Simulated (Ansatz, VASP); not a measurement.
# Two plane-wave programs on Se

File INCAR:

```
PREC = Accurate
ENCUT = 520
EDIFF = 1E-8
ISMEAR = -1
SIGMA = 0.03
LREAL = False
LASPH = True
NELM = 80
ALGO = Normal
ISIF = 2
LWAVE = False
LCHARG = False
GGA = PE
LEFG = True
NBANDS = 16
```

Contents of KPOINTS:

```
regular mesh
0
Gamma
  8 8 6
```

File POSCAR:

```
Se
1.0
    4.3551696776     -0.0435516968     -0.0435516968
   -2.2153017146      3.7934634270     -0.0159410274
   -0.0494945000     -0.0494945000      4.9494500000
Se
3
Direct
    0.2170000000      0.0000000000      0.1666666667
    0.0000000000      0.2170000000      0.8333333333
    0.7830000000      0.7830000000      0.5000000000
```

Input for Ansatz:

```yaml
crystal:
  lattice:
    - [4.3551696776, -0.0435516968, -0.0435516968]
    - [-2.2153017146, 3.793463427, -0.0159410274]
    - [-0.0494945, -0.0494945, 4.94945]
  atoms:
    - { symbol: Se, position: [0.217, 0.0, 0.1666666667] }
    - { symbol: Se, position: [0.0, 0.217, 0.8333333333] }
    - { symbol: Se, position: [0.783, 0.783, 0.5] }
kpoints:
  mp_grid: { grid: [8, 8, 6] }
scf:
  occupations: { method: fermi_dirac, width: 0.03 }
hamiltonian:
  xc: pbe
  pseudopotentials: { kind: paw }
output:
  forces: true
  stress: true
  eigenvalues: true
  efg: { contact_densities: true }
```

Change from the starting cell: equal xy, yz and zx shear strains of -2 %, PAW files.

Alike in both runs: task electric field gradients; functional PBE; k mesh 8 × 8 × 6; occupations fermi-dirac, width 0.03 eV; no spin polarisation.

|  | VASP | Ansatz |
| --- | --- | --- |
| version | VASP 6.6.1 | Ansatz 0.2.0 |
| potentials or method | VASP PAW PBE potentials, release 64 (Se) | PAW with Ansatz's default frozen-core files, scalar-relativistic |
| plane-wave cutoff (eV) | 520 | 420 |
| valence electrons in the cell | 18 | 48 |

|  | VASP | Ansatz | Ansatz less VASP |
| --- | --- | --- | --- |
| pressure (GPa) | 5.7 | 5.6 | -0.18 |
| traceless stress, the component that is largest in VASP (GPa) | 1.92 | 1.85 | -0.074 |
| rms of the force components (eV/Å) | 0.710 | 0.684 | -0.0257 |
| size of Vzz on the site where it differs most (V/Å²) | 494.3 | 513.0 | +18.65 |

Atom by atom the forces differ by 0.026 eV/Å (rms over components). VASP's potentials hold 18 valence electrons a cell and Ansatz's 48, so a difference there can come from the potentials and not from the codes.
